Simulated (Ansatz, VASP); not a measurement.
**KF in VASP and in Ansatz**

Contents of INCAR:

```
ALGO     = Normal         # electronic algorithm
EDIFF    = 1E-6           # SCF threshold, eV
ENCUT    = 520            # plane-wave cutoff, eV
GGA      = PE             # functional
ISIF     = 2              # what is computed and relaxed
ISMEAR   = 0              # smearing method
LASPH    = True           # aspherical terms in the spheres
LCHARG   = False          # write CHGCAR
LREAL    = False          # projectors in reciprocal space
LWAVE    = False          # write WAVECAR
NBANDS   = 15             # bands
NELM     = 80             # most SCF steps
PREC     = Accurate       # precision mode
SIGMA    = 0.05           # smearing width, eV
```

File KPOINTS:

```
k-points
0
Gamma
  8 8 8
```

File POSCAR:

```
KF
1.0
    0.0570117366      2.6802511515      2.6802511515
    2.6802511515      0.0570117366      2.6802511515
    2.6802511515      2.6802511515      0.0570117366
K F
1 1
Direct
    0.0000000000      0.0000000000      0.0000000000
    0.5000000000      0.5000000000      0.5000000000
```

Input for Ansatz:

```yaml
crystal:
  lattice:
    - [0.0570117366, 2.6802511515, 2.6802511515]
    - [2.6802511515, 0.0570117366, 2.6802511515]
    - [2.6802511515, 2.6802511515, 0.0570117366]
  atoms:
    - { symbol: K, position: [0.0, 0.0, 0.0] }
    - { symbol: F, position: [0.5, 0.5, 0.5] }
basis:
  ecutwfc: 520.0
kpoints:
  mp_grid: { grid: [8, 8, 8] }
hamiltonian:
  xc: pbe
scf:
  occupations: { method: gaussian, width: 0.05 }
output:
  forces: true
  stress: true
  eigenvalues: true
```

Alike in both runs: task single point; functional PBE; k mesh 8 × 8 × 8; occupations gaussian, width 0.05 eV; no spin polarisation.

|  | VASP | Ansatz |
| --- | --- | --- |
| version | VASP 6.6.1 | Ansatz 0.2.0 |
| potentials or method | VASP PAW PBE potentials, release 64 (K_sv, F), cutoff 520 eV | scalar-relativistic, plane waves, PAW |
| valence electrons in the cell | 16 | 16 |

|  | VASP | Ansatz | Ansatz less VASP |
| --- | --- | --- | --- |
| gap on the k mesh at the Fermi level (eV) | 6.27 | 6.29 | +0.017 |
| least direct gap on the mesh (eV) | 6.27 | 6.29 | +0.017 |
| pressure (GPa) | 2.3 | 2.2 | -0.06 |
| traceless stress, the component that is largest in VASP (GPa) | -0.29 | -0.30 | -0.004 |

With one functional, cell and mesh, what is left measures potentials, basis and numerics.
